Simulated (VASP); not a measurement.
Wanted: the native input for a VASP 6.6.1 run.

```
Task                   : single point
Functional             : PBEsol
Potentials or basis    : VASP PAW PBE potentials, release 64 (Sr_sv, Ti_sv, O)
Cutoff                 : 520 eV
k mesh                 : 6 × 6 × 6
Occupations            : gaussian, width 0.05 eV
Spin                   : no spin polarisation
Dipole correction      : no
Further INCAR settings : ALGO = Normal; EDIFF = 1e-06; NBANDS = 51
```

The structure of SrTiO3 lies in POSCAR:

```
SrTiO3
1.0
   -3.8911201354      0.0000000000     -3.8911201354
    0.0000000000     -3.8911201354     -3.8911201354
   -3.8911201354     -3.8911201354      0.0000000000
Sr Ti O
2 2 6
Direct
    0.0000000000      0.0000000000      0.0000000000
    0.5000000000      0.5000000000      0.5000000000
    0.2500000000      0.2500000000      0.2500000000
    0.7500000000      0.7500000000      0.7500000000
    0.4822819885     -0.0177180115      0.5177180115
    0.0177180115      0.5177180115     -0.0177180115
    0.5177180115      0.0177180115     -0.0177180115
   -0.0177180115      0.4822819885      0.5177180115
    0.5000000000      0.5000000000      0.0354360229
    1.0000000000      1.0000000000      0.4645639771
```

This cell differs from its parent crystal: atoms displaced along a vibrational mode.

These files were run (other wordings do the same):

INCAR

```
PREC = Accurate ; ENCUT = 520
EDIFF = 1E-6 ; ISMEAR = 0
SIGMA = 0.05 ; LREAL = F
LASPH = T ; NELM = 80
ALGO = Normal ; ISIF = 2
LWAVE = F ; LCHARG = T
GGA = PS ; LELF = T
LVHAR = T ; NBANDS = 51
```

KPOINTS

```
regular mesh
0
Gamma
  6 6 6
```

Potentials or basis: VASP PAW PBE potentials, release 64 (Sr_sv, Ti_sv, O).

Run with:

```bash
$ cat potpaw_PBE.64/Sr_sv/POTCAR potpaw_PBE.64/Ti_sv/POTCAR potpaw_PBE.64/O/POTCAR > POTCAR
$ mpirun -np 1 vasp_std > vasp.out
```

Results of the run:

* Pressure: 0.3 GPa
* Largest force: 0.050 eV/Å
* Band gap on the k mesh: 1.92 eV (least direct gap 1.93 eV)

Caveat: the cell differs from its parent crystal (atoms displaced along a vibrational mode); the PAW data sets were made with another functional, which shifts forces and pressure a little.

Run time: 9.3 min on 1 thread of Oxide Virtual Turin-like Processor (shared host), peak memory 0.37 GiB.
